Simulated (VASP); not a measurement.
The system is Hg.

```
Hg
1.0
     0.00000    2.25955    2.25955
     2.25955    0.00000    2.25955
     2.25955    2.25955    0.00000
Hg
1
Direct
  0.00000 0.00000 0.00000
```

| Quantity | Value |
| --- | --- |
| Program | VASP 6.6.1 |
| Task | relaxation of cell and atoms |
| Functional | LDA |
| Potentials or basis | VASP PAW LDA potentials, release 64 (Hg_sv_GW) |
| Cutoff | 550 eV |
| k mesh | 12 × 12 × 12 |
| Occupations | fermi-dirac, width 0.1 eV |
| Spin | no spin polarisation |

At the start: pressure -2.2 GPa; volume 23.07 Å³/atom.

Task: Where does the relaxation end?

Result: Over 3 steps the energy falls by 7.2 meV/atom and the volume is 22.07 Å³/atom (-4.4 %); space group Fm-3m (No. 225, to 0.1 Å) before and after.

The path:
| step | energy change (eV) | largest force (eV/Å) | pressure (GPa) | volume (Å³) |
| --- | --- | --- | --- | --- |
| 1 | 0.0000 | 0.0000 | -2.19 | 23.07 |
| 2 | -0.0072 | 0.0000 | 0.08 | 22.04 |
| 3 | -0.0072 | 0.0000 | -0.01 | 22.07 |

Final structure:
```
Hg
1.0
     0.00000    2.22626    2.22626
     2.22626    0.00000    2.22626
     2.22626    2.22626    0.00000
Hg
1
Direct
  0.00000 0.00000 0.00000
```
